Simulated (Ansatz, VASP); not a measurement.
## Two plane-wave programs on LiF

File INCAR:

```
PREC     = Accurate       # precision mode
ENCUT    = 520            # plane-wave cutoff, eV
EDIFF    = 1E-7           # SCF threshold, eV
ISMEAR   = 0              # smearing method
SIGMA    = 0.05           # smearing width, eV
LREAL    = F              # projectors in reciprocal space
LASPH    = T              # aspherical terms in the spheres
NELM     = 100            # most SCF steps
ALGO     = Normal         # electronic algorithm
ISIF     = 2              # what is computed and relaxed
LWAVE    = F              # write WAVECAR
LCHARG   = T              # write CHGCAR
GGA      = PE             # functional
LELF     = T              # ELF
LVHAR    = T            
NBANDS   = 18             # bands
```

The input KPOINTS:

```
regular mesh
0
Gamma
  9 9 6
```

File POSCAR:

```
LiF
1.0
    3.2313338059      0.0000000000      0.0000000000
   -1.6156669029      2.7984171640      0.0000000000
    0.0000000000      0.0000000000      4.7707412311
Li F
2 2
Direct
    0.3333333333      0.6666666667      0.3810713234
    0.6666666667      0.3333333333      0.8810713234
    0.3333333333      0.6666666667      0.9939266766
    0.6666666667      0.3333333333      0.4939266766
```

Input for Ansatz:

```yaml
crystal:
  lattice:
    - [3.2313338059, 0.0, 0.0]
    - [-1.6156669029, 2.798417164, 0.0]
    - [0.0, 0.0, 4.7707412311]
  atoms:
    - { symbol: Li, position: [0.3333333333, 0.6666666667, 0.3810713234] }
    - { symbol: Li, position: [0.6666666667, 0.3333333333, 0.8810713234] }
    - { symbol: F, position: [0.3333333333, 0.6666666667, 0.9939266766] }
    - { symbol: F, position: [0.6666666667, 0.3333333333, 0.4939266766] }
basis:
  ecutwfc: 520.0
kpoints:
  mp_grid: { grid: [9, 9, 6] }
hamiltonian:
  xc: pbe
scf:
  occupations: { method: gaussian, width: 0.05 }
output:
  forces: true
  stress: true
  eigenvalues: true
```

Alike in both runs: task single point; functional PBE; k mesh 9 × 9 × 6; occupations gaussian, width 0.05 eV; no spin polarisation.

|  | VASP | Ansatz |
| --- | --- | --- |
| version | VASP 6.6.1 | Ansatz 0.2.0 |
| potentials or method | VASP PAW PBE potentials, release 64 (Li_sv, F), cutoff 520 eV | scalar-relativistic, plane waves, PAW |
| valence electrons in the cell | 20 | 20 |

Ansatz gave:

```
gap on the k mesh at the Fermi level (eV) : 7.35
least direct gap on the mesh (eV)         : 7.35
rms of the force components (eV/Å)        : 0.106
```

What did VASP give for the same quantities?

gap on the k mesh at the Fermi level (eV): 7.34; least direct gap on the mesh (eV): 7.34; rms of the force components (eV/Å): 0.111.

Atom by atom the forces differ by 0.006 eV/Å (rms over components). The functional is the same, so the differences come from potentials, cutoffs and numerics.

Noted on VASP's run: the cutoff is short for stress, so the pressure is rough.
